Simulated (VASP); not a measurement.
HfN:

```
Hf N
1.0
     0.00000    2.25087    2.25087
     2.25087    0.00000    2.25087
     2.25087    2.25087    0.00000
Hf N
1 1
Direct
  0.00000 0.00000 0.00000
  0.50000 0.50000 0.50000
```

Base run:

```yaml
Program: VASP 6.6.1
Functional: r2SCAN
Potentials_or_basis: VASP PAW PBE potentials, release 64 (Hf_pv, N)
Cutoff: 520 eV
k_mesh: 16 × 16 × 16
Occupations: gaussian, width 0.1 eV
Spin: no spin polarisation
```

Its results: pressure 1.9 GPa.

Task: The run is repeated on the same cell with these changes: functional from r2SCAN to PBEsol; further incar settings from ALGO = Normal; EDIFF = 1e-07; NBANDS = 14 to ALGO = Normal; EDIFF = 1e-06; NBANDS = 14. What comes out?

Result: Pressure -2.2 GPa.

Caveats: the PAW data sets were made with another functional, which shifts forces and pressure a little.
